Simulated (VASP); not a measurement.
# B48HN48 (a cell with a defect) in VASP: single point with PBEsol

Aim: the single point of B48HN48 (a cell with a defect) with PBEsol.

All numbers are computed with VASP 6.6.1; they aren't measurements. Logs are shortened: lines on timing, memory, paths and dates and some standing lists are left out, and cuts for length are marked.

### Step 1. The cell of the first run

The cell holds a defect, 97 atoms: a = 7.623 Å, b = 8.802 Å, c = 8.407 Å, α = 90.00°, β = 90.00°, γ = 90.00°.

### Step 2. Single point, PBEsol

File INCAR:

```
SYSTEM = B48HN48
  PREC = Accurate
  ENCUT = 520
  EDIFF = 1E-6
  ISMEAR = -1
  SIGMA = 0.05
  LREAL = Auto
  LASPH = .TRUE.
  NELM = 100
  ALGO = Normal
  ISIF = 2
  LWAVE = .FALSE.
  LCHARG = .FALSE.
  GGA = PS
  NBANDS = 246
  NELECT = 386.0
  ISYM = 0
```

File KPOINTS:

```
Automatic mesh
0
Gamma
  1 1 1
  0.25 0.25 0.25
```

File POSCAR:

```
B48HN48
1.0
    7.6229900000      0.0000000000      0.0000000000
    0.0000000000      8.8022710000      0.0000000000
    0.0000000000      0.0000000000      8.4065820000
B N H
48 48 1
Direct
    0.0000200000      0.1667860000      0.0015470000
    0.0008750000      0.1699600000      0.4987680000
    0.3328400000      0.1668210000      0.0011690000
    0.3329540000      0.1673940000      0.4999800000
    0.1663330000      0.4166120000      0.0018410000
    0.1635300000      0.4141770000      0.4987220000
    0.0004520000      0.6671990000      0.0008100000
    0.0005270000      0.6670130000      0.4990610000
    0.6664410000      0.1662600000      0.0010800000
    0.6669660000      0.1662100000      0.4992460000
    0.4992220000      0.4165250000      0.0015060000
    0.5012620000      0.4166220000      0.5003970000
    0.3327270000      0.6668260000      0.0002440000
    0.3322020000      0.6664580000      0.4989590000
    0.1665230000      0.9169820000      0.0003860000
    0.1669380000      0.9171340000      0.5000270000
    0.8335860000      0.4165320000      0.0026710000
    0.7907190000      0.4382280000      0.5170290000
    0.6663740000      0.6673910000      0.0013980000
    0.6669860000      0.6648250000      0.5008860000
    0.4996140000      0.9171300000      0.0007930000
    0.4996680000      0.9169130000      0.5000520000
    0.8332940000      0.9172300000      0.0008920000
    0.8330890000      0.9172200000      0.5000090000
    0.1664200000      0.0833510000      0.2512290000
    0.1661650000      0.0835000000      0.7501430000
    0.0013040000      0.3327100000      0.2551780000
    0.0007700000      0.3330010000      0.7513770000
    0.4996690000      0.0833570000      0.2508710000
    0.4995150000      0.0837310000      0.7502370000
    0.3329140000      0.3338400000      0.2517300000
    0.3314030000      0.3331810000      0.7516580000
    0.1663710000      0.5832810000      0.2506020000
    0.1662610000      0.5829010000      0.7498390000
    0.0001660000      0.8335390000      0.2505390000
    0.9998490000      0.8333850000      0.7500640000
    0.8335990000      0.0834320000      0.2509470000
    0.8338390000      0.0838950000      0.7500360000
    0.6668730000      0.3323760000      0.2503230000
    0.6662420000      0.3328390000      0.7539860000
    0.4987660000      0.5839420000      0.2497020000
    0.4992300000      0.5836380000      0.7511630000
    0.3329000000      0.8333650000      0.2503760000
    0.3329560000      0.8333740000      0.7500650000
    0.8345090000      0.5838840000      0.2500870000
    0.8336980000      0.5839620000      0.7540310000
    0.6662480000      0.8336670000      0.2511970000
    0.6663890000      0.8349410000      0.7516700000
    0.0000010000      0.1659220000      0.1874720000
    0.0003330000      0.1667640000      0.6879240000
    0.3331270000      0.1667320000      0.1880050000
    0.3328470000      0.1666170000      0.6879320000
    0.1670410000      0.4173000000      0.1875210000
    0.1660490000      0.4164970000      0.6880730000
    0.0008210000      0.6674570000      0.1864520000
    0.9999650000      0.6668930000      0.6878070000
    0.6665440000      0.1656540000      0.1867970000
    0.6666570000      0.1666140000      0.6880260000
    0.4995860000      0.4168210000      0.1873490000
    0.4967260000      0.4150520000      0.6907240000
    0.3325660000      0.6672950000      0.1864260000
    0.3328670000      0.6668550000      0.6873720000
    0.1667120000      0.9168300000      0.1873870000
    0.1665770000      0.9166830000      0.6876500000
    0.8333260000      0.4167750000      0.1885180000
    0.8355710000      0.4155880000      0.6961000000
    0.6662060000      0.6673090000      0.1872990000
    0.6666730000      0.6704100000      0.6908480000
    0.4994470000      0.9168620000      0.1875950000
    0.4994510000      0.9172560000      0.6878550000
    0.8333630000      0.9166630000      0.1877590000
    0.8334650000      0.9172450000      0.6877780000
    0.1676370000      0.0817390000      0.4378930000
    0.1665050000      0.0832900000      0.9378170000
    0.0083530000      0.3288200000      0.4343580000
    0.0004130000      0.3330450000      0.9394860000
    0.4992540000      0.0826670000      0.4378110000
    0.4994330000      0.0834850000      0.9377950000
    0.3331130000      0.3333520000      0.4379000000
    0.3323130000      0.3330410000      0.9388070000
    0.1662630000      0.5835080000      0.4372170000
    0.1663930000      0.5834050000      0.9373220000
    0.0006480000      0.8343810000      0.4375270000
    0.9998280000      0.8337750000      0.9374820000
    0.8337640000      0.0831670000      0.4375440000
    0.8332420000      0.0835410000      0.9377150000
    0.6617010000      0.3272310000      0.4326850000
    0.6658900000      0.3328810000      0.9398740000
    0.4956320000      0.5853840000      0.4336950000
    0.4995630000      0.5836020000      0.9381710000
    0.3327790000      0.8333490000      0.4374510000
    0.3330590000      0.8335390000      0.9373860000
    0.8369280000      0.5907920000      0.4323400000
    0.8334010000      0.5842830000      0.9397980000
    0.6655090000      0.8353910000      0.4375330000
    0.6663460000      0.8345100000      0.9386330000
    0.6677130000      0.5000640000      0.5707810000
```

Potentials or basis: VASP PAW PBE potentials, release 64 (B, N, H).

On the command line:

```sh
$ cat potpaw_PBE.64/B/POTCAR potpaw_PBE.64/N/POTCAR potpaw_PBE.64/H/POTCAR > POTCAR
$ mpirun -np 1 vasp_std > vasp.out
```

OUTCAR:

```text
SYSTEM = B48HN48
   PREC = Accurate
   ENCUT = 520
   EDIFF = 1E-6
   ISMEAR = -1
   LREAL = Auto
   LASPH = .TRUE.
   NELM = 100
   ISIF = 2
   GGA = PS
   NELECT = 386.0
   ISYM = 0

 ion  position               nearest neighbor table
   1  0.000  0.167  0.002-  76 1.55  74 1.56  86 1.56  49 1.56
   2  0.001  0.170  0.499-  75 1.50  85 1.57  73 1.58  50 1.59
   3  0.333  0.167  0.001-  80 1.55  74 1.56  78 1.56  51 1.57
   4  0.333  0.167  0.500-  79 1.55  73 1.56  77 1.56  52 1.58
   5  0.166  0.417  0.002-  76 1.55  80 1.56  53 1.56  82 1.57
   6  0.164  0.414  0.499-  75 1.50  79 1.56  81 1.58  54 1.59
[... 66 lines left out ...]
  73  0.168  0.082  0.438-  16 1.54   4 1.56  25 1.57   2 1.58
  74  0.167  0.083  0.938-  15 1.56   3 1.56   1 1.56  26 1.58
  75  0.008  0.329  0.434-   2 1.50   6 1.50  27 1.51
  76  0.000  0.333  0.939-   1 1.55   5 1.55  17 1.56  28 1.58
  77  0.499  0.083  0.438-  22 1.55   4 1.56  10 1.56  29 1.57
  78  0.499  0.083  0.938-  21 1.56   3 1.56   9 1.56  30 1.58
  79  0.333  0.333  0.438-   4 1.55   6 1.56  31 1.57  12 1.57
  80  0.332  0.333  0.939-   3 1.55   5 1.56  11 1.56  32 1.57
  81  0.166  0.584  0.437-  14 1.55   8 1.55  33 1.57   6 1.58
[... 13 lines left out ...]
  95  0.666  0.835  0.438-  22 1.55  24 1.56  47 1.57  20 1.59
  96  0.666  0.835  0.939-  21 1.55  23 1.56  19 1.56  48 1.57
  97  0.668  0.500  0.571-  18 1.17

IMPORTANT INFORMATION: All symmetrisations will be switched off!
NOSYMM: (Re-)initialisation of all symmetry stuff for point group C_1.

----------------------------------------------------------------------------------------

                                     Primitive cell

  volume of cell :     564.0785

  direct lattice vectors                    reciprocal lattice vectors
     7.622990000  0.000000000  0.000000000     0.131182121  0.000000000  0.000000000
     0.000000000  8.802271000  0.000000000     0.000000000  0.113607045  0.000000000
     0.000000000  0.000000000  8.406582000     0.000000000  0.000000000  0.118954410

  length of vectors
     7.622990000  8.802271000  8.406582000     0.131182121  0.113607045  0.118954410

  position of ions in fractional coordinates (direct lattice)
     0.000020000  0.166786000  0.001547000
     0.000875000  0.169960000  0.498768000
     0.332840000  0.166821000  0.001169000
     0.332954000  0.167394000  0.499980000
     0.166333000  0.416612000  0.001841000
     0.163530000  0.414177000  0.498722000
[... 89 lines left out ...]
     0.666346000  0.834510000  0.938633000
     0.667713000  0.500064000  0.570781000

  ion indices of the primitive-cell ions
   primitive index   ion index
                 1           1
                 2           2
                 3           3
                 4           4
                 5           5
                 6           6
[... 89 lines left out ...]
                96          96
                97          97

----------------------------------------------------------------------------------------

 KPOINTS: Automatic mesh

Automatic generation of k-mesh.
 Grid dimensions read from file:
 generate k-points for:    1    1    1

 Generating k-lattice:

  Cartesian coordinates                     Fractional coordinates (reciprocal lattice)
     0.131182121  0.000000000  0.000000000     1.000000000  0.000000000  0.000000000
     0.000000000  0.113607045  0.000000000     0.000000000  1.000000000  0.000000000
     0.000000000  0.000000000  0.118954410     0.000000000  0.000000000  1.000000000

  Length of vectors
     0.131182121  0.113607045  0.118954410

  Shift w.r.t. Gamma in fractional coordinates (k-lattice)
     0.250000000  0.250000000  0.250000000

 Subroutine IBZKPT returns following result:
 ===========================================

 Found      4 irreducible k-points:

 Following reciprocal coordinates:
            Coordinates               Weight
  0.250000  0.250000  0.250000      2.000000
  0.250000 -0.250000 -0.250000      2.000000
 -0.250000 -0.250000  0.250000      2.000000
 -0.250000  0.250000 -0.250000      2.000000
   k-points           NKPTS =      4   k-points in BZ     NKDIM =      4   number of bands    NBANDS=    246
   number of dos      NEDOS =    301   number of ions     NIONS =     97
   total plane-waves  NPLWV = 268800
   dimension x,y,z NGX =    60 NGY =   70 NGZ =   64
   dimension x,y,z NGXF=   120 NGYF=  140 NGZF=  128
   ions per type =              48  48   1
   NGX,Y,Z   is equivalent  to a cutoff of  13.09, 13.22, 12.66 a.u.
   NGXF,Y,Z  is equivalent  to a cutoff of  26.17, 26.44, 25.31 a.u.
 SYSTEM =  B48HN48
   PREC   = accura    normal or accurate (medium, high low for compatibility)
   ISTART =      0    job   : 0-new  1-cont  2-samecut
   ICHARG =      2    charge: 1-file 2-atom 10-const
   ISPIN  =      1    spin polarized calculation?
   LNONCOLLINEAR =      F non collinear calculations
   LSORBIT =      F    spin-orbit coupling
   LASPH  =      T    aspherical Exc in radial PAW
   ENCUT  =  520.0 eV  38.22 Ry    6.18 a.u.  14.17 16.37 15.63*2*pi/ulx,y,z
   NELM   =    100;   NELMIN=  2; NELMDL= -5     # of ELM steps
   EDIFF  = 0.1E-05   stopping-criterion for ELM
   LREAL  =      T    real-space projection
   EDIFFG = 0.1E-04   stopping-criterion for IOM
   NSW    =      0    number of steps for IOM
   IBRION =     -1    ionic relax: 0-MD 1-quasi-New 2-CG
   NFREE  =      0    steps in history (QN), initial steepest desc. (CG)
   ISIF   =      2    stress and relaxation
   ISYM   =      0    0-nonsym 1-usesym 2-fastsym
   POTIM  = 0.5000    time-step for ionic-motion
   TEBEG  =    0.0;   TEEND  =   0.0 temperature during run
   PSTRESS=    0.0 pullay stress
   NELECT =     386.0000    total number of electrons
   NUPDOWN=      -1.0000    fix difference up-down
   EMIN   =  10.00;   EMAX   =-10.00  energy-range for DOS
   EFERMI =   0.00;   METHOD = LEGACY
   ISMEAR =    -1;   SIGMA  =   0.05  broadening in eV -4-tet -1-fermi 0-gaus
   EFERMI_NEDOS =   21; number of points for ismear=-14 and -15
   IALGO  =     38    algorithm
   IMIX   =      4    mixing-type and parameters
     AMIX     =   0.40;   BMIX     =  1.00
     AMIX_MAG =   1.60;   BMIX_MAG =  1.00
  volume/ion in A,a.u.               =       5.82        39.24
  Fermi-wavevector in a.u.,A,eV,Ry     =   1.442638  2.726191 28.316512  2.081205
  Thomas-Fermi vector in A             =   2.561136
   LORBIT       =      0    0 simple, 1 ext, 2 COOP (PROOUT), +10 PAW based schemes
   GGA     = PS    functional components
   LHFCALC =     F    Hartree Fock is set to
   AEXX    =    0.0000 exact exchange contribution
   IVDW    =     0    specifies the selected vdW correction
   LEPSILON=     F    determine dielectric tensor
   LRPA    =     F    only Hartree local field effects (RPA)
 non-spin polarized calculation
  energy-cutoff  :      520.00
  volume of cell :      564.08
 maximum number of plane-waves:     15183
 NGX is ok and might be reduce to    60
   NGX = 29   NGY = 33   NGZ = 31

 number of electron     385.9999988 magnetization

 Free energy of the ion-electron system (eV)
  ---------------------------------------------------
  ext. energy  EPLUGINS =         0.00000000
  ---------------------------------------------------
  free energy    TOTEN  =      -867.29026273 eV

  energy without entropy =     -867.29026273  energy(sigma->0) =     -867.29026273

 E-fermi :  10.4673     XC(G=0): -13.0627

 val. band max:        9.2089693564   @ k =   0.2500   0.2500   0.2500
 cond. band min:      13.4430006135   @ k =   0.2500  -0.2500  -0.2500
 fundamental gap:      4.2340312571
 Fermi energy:        10.4673151739

 k-point     1 :       0.2500    0.2500    0.2500
  band No.  band energies     occupation
      1     -12.6589      2.00000
      2     -11.9836      2.00000
      3     -11.9105      2.00000
      4     -11.7517      2.00000
      5     -11.2534      2.00000
      6     -11.1038      2.00000
[... 821 lines left out ...]
    204      14.8163      0.00000
    205      14.8343      0.00000
 [bands above 205 left out]

------------------------ aborting loop because EDIFF is reached ----------------------------------------

  FORCE on cell =-STRESS in cart. coord.  units (eV):
  Direction    XX          YY          ZZ          XY          YZ          ZX
  --------------------------------------------------------------------------------------
  -------------------------------------------------------------------------------------
  Total       25.4135329     24.0993482     24.4918904     -1.4347762      0.3232407     -0.4165971
  in kB       72.1831927     68.4504552     69.5654103     -4.0752588      0.9181150     -1.1832793
  external PRESSURE =      70.0663527 kB  Pullay stress =       0.0000000 kB

 VOLUME and BASIS-vectors are now :
 -----------------------------------------------------------------------------
  energy-cutoff  :      520.00
  volume of cell :      564.08
      direct lattice vectors                 reciprocal lattice vectors
     7.622990000  0.000000000  0.000000000     0.131182121  0.000000000  0.000000000
     0.000000000  8.802271000  0.000000000     0.000000000  0.113607045  0.000000000
     0.000000000  0.000000000  8.406582000     0.000000000  0.000000000  0.118954410

 POSITION                                       TOTAL-FORCE (eV/Angst)
 -----------------------------------------------------------------------------------
      0.00015      1.46810      0.01300        -0.012322      0.005821     -0.008579
      0.00667      1.49603      4.19293        -0.018803      0.008542      0.013592
      2.53724      1.46840      0.00983        -0.008610      0.002463      0.002226
      2.53811      1.47345      4.20312        -0.011740     -0.011458      0.002267
      1.26795      3.66713      0.01548        -0.013214      0.000803     -0.011022
      1.24659      3.64570      4.19255        -0.002021      0.016384      0.011276
[... 89 lines left out ...]
      5.07955      7.34558      7.89070         0.011477     -0.002020     -0.000458
      5.08997      4.40170      4.79832        -0.029380      0.025918      0.031627
 -----------------------------------------------------------------------------------
    total drift:                                0.003067      0.016369     -0.008759

  FREE ENERGIE OF THE ION-ELECTRON SYSTEM (eV)
  ---------------------------------------------------
  free  energy   TOTEN  =      -867.2902627251 eV

  energy  without entropy=     -867.2902627251  energy(sigma->0) =     -867.29026273
```

Wall time 14 min (1 thread of Intel Xeon 6975P-C (Granite Rapids), shared host); peak memory 0.78 GiB.

What came out:

```
Free energy   : -867.2903 eV
Largest force : 0.076 eV/Å
```

Forces on the atoms (eV/Å):
```
B   -0.012  0.006 -0.009
B   -0.019  0.009  0.014
B   -0.009  0.002  0.002
B   -0.012 -0.011  0.002
B   -0.013  0.001 -0.011
B   -0.002  0.016  0.011
B   -0.007  0.005  0.000
B   -0.005 -0.009  0.001
B   -0.014 -0.006  0.000
B   -0.004 -0.001  0.013
B   -0.005  0.000  0.001
B   -0.024  0.003  0.020
B   -0.020  0.006  0.003
B    0.005 -0.007  0.002
B   -0.009 -0.004  0.000
B   -0.008 -0.008  0.005
B   -0.008  0.004 -0.001
B    0.067 -0.029 -0.019
B   -0.012 -0.005 -0.001
B   -0.028 -0.011  0.006
B   -0.011  0.000  0.000
B   -0.006 -0.005  0.005
B   -0.015  0.000  0.003
B   -0.010  0.007 -0.003
B    0.006  0.007  0.011
B    0.013  0.000 -0.004
B    0.003  0.000 -0.022
B    0.016 -0.010  0.008
B    0.005  0.003  0.000
B    0.011  0.011  0.006
B    0.006  0.002  0.015
B    0.014  0.000 -0.004
B    0.014  0.008 -0.005
B    0.003 -0.010 -0.012
B    0.002 -0.001  0.004
B    0.007  0.003 -0.005
B    0.007 -0.006 -0.002
B    0.003  0.004 -0.001
B    0.012 -0.005  0.010
B    0.007 -0.007  0.002
B    0.003  0.002  0.010
B   -0.006  0.016 -0.003
B    0.011 -0.004  0.007
B    0.019  0.001 -0.010
B    0.000  0.011  0.010
B    0.023  0.003 -0.009
B    0.010 -0.003  0.012
B    0.010  0.016  0.004
N   -0.007  0.005  0.008
N   -0.012  0.007 -0.013
N   -0.006 -0.003 -0.008
N   -0.019  0.003  0.000
N   -0.009 -0.004  0.006
N   -0.002  0.010 -0.007
N   -0.004 -0.002  0.002
N   -0.016  0.002  0.001
N   -0.010 -0.005  0.002
N   -0.014  0.000 -0.015
N   -0.006  0.000 -0.006
N   -0.016 -0.001 -0.007
N   -0.012  0.003 -0.011
N    0.000  0.000 -0.005
N   -0.010  0.000 -0.003
N   -0.014  0.005  0.000
N    0.003 -0.006  0.013
N   -0.020  0.009 -0.015
N   -0.005  0.000 -0.001
N   -0.021 -0.010 -0.018
N   -0.011  0.003  0.004
N   -0.013 -0.002 -0.001
N   -0.005  0.003  0.003
N   -0.011 -0.001  0.000
N    0.025 -0.004 -0.009
N    0.010 -0.001  0.001
N   -0.025 -0.008  0.032
N    0.017 -0.009  0.004
N    0.009  0.005 -0.011
N    0.009 -0.001 -0.009
N    0.007  0.006 -0.021
N    0.014  0.005  0.000
N   -0.011 -0.014  0.002
N    0.012 -0.004  0.003
N    0.013 -0.004  0.004
N    0.011 -0.004  0.004
N    0.015 -0.007 -0.005
N    0.021  0.000 -0.008
N    0.035 -0.009 -0.012
N    0.010 -0.002  0.002
N    0.008  0.024  0.011
N    0.015 -0.003 -0.005
N    0.004 -0.005 -0.008
N    0.012 -0.003  0.003
N    0.015 -0.012 -0.015
N    0.007 -0.007  0.006
N    0.009  0.013  0.000
N    0.011 -0.002  0.000
H   -0.029  0.026  0.032
```

Levels at points of the mesh, in eV from the Fermi level:
```csv
k point,band 191,band 192,band 193,band 194,band 195,band 196
"(0.25, 0.25, 0.25)",-3.47,-2.83,-1.26,2.98,3.11,3.53
```

Caveat: the cell carries a net charge on a neutralising background, which shifts energy and pressure; the cell is charged against a uniform background, so pressure and absolute levels hang on convention; the PAW data sets were made with another functional, which shifts forces and pressure a little.
